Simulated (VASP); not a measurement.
Set up this calculation in VASP 6.6.1, as the native input.

| Item | Value |
| --- | --- |
| Task | single point |
| Functional | PBE |
| Potentials or basis | VASP PAW PBE potentials, release 64 (Ba_sv, Co) |
| Cutoff | 600 eV |
| k mesh | 7 × 7 × 4 |
| Occupations | fermi-dirac, width 0.1 eV |
| Spin | no spin polarisation |
| Dipole correction | no |
| Further INCAR settings | ALGO = Normal; EDIFF = 1e-06; NBANDS = 16 |

The structure of BaCo lies in POSCAR:

```
BaCo
1.0
    0.4730181863      1.4219386610      2.8603200957
    0.3056857406     -3.2022639313     -0.2813375448
    5.1150435988      0.5882881167     -1.1383405193
Ba Co
1 1
Direct
    0.0000000000      0.0000000000      0.0000000000
    0.3333330000      0.6666670000      0.5000000000
```

These files were run (other wordings do the same):

INCAR

```
PREC = Accurate
ENCUT = 600
EDIFF = 1E-6
ISMEAR = -1
SIGMA = 0.1
LREAL = F
LASPH = T
NELM = 120
ALGO = Normal
ISIF = 2
LWAVE = F
LCHARG = T
GGA = PE
LELF = T
LVHAR = T
NBANDS = 16
GGA_COMPAT = F
```

KPOINTS

```
Automatic mesh
0
Gamma
  7 7 4
```

Potentials or basis: VASP PAW PBE potentials, release 64 (Ba_sv, Co).

The run is started by

```bash
$ cat potpaw_PBE.64/Ba_sv/POTCAR potpaw_PBE.64/Co/POTCAR > POTCAR
$ mpirun -np 1 vasp_std > vasp.out
```

Results of the run:

| Item | Value |
| --- | --- |
| Pressure | 2.4 GPa |
| Band gap on the k mesh | zero (an odd number of electrons rules out a gap without spin polarisation) |

Caveat: spin-orbit coupling is left out, which moves the levels of the heavy elements; the run has no spin polarisation, though such a crystal can be magnetic.

Wall time 15 s on 1 thread of Intel(R) Xeon(R) 6975P-C (Granite Rapids), on a shared host, peak memory 0.18 GiB.
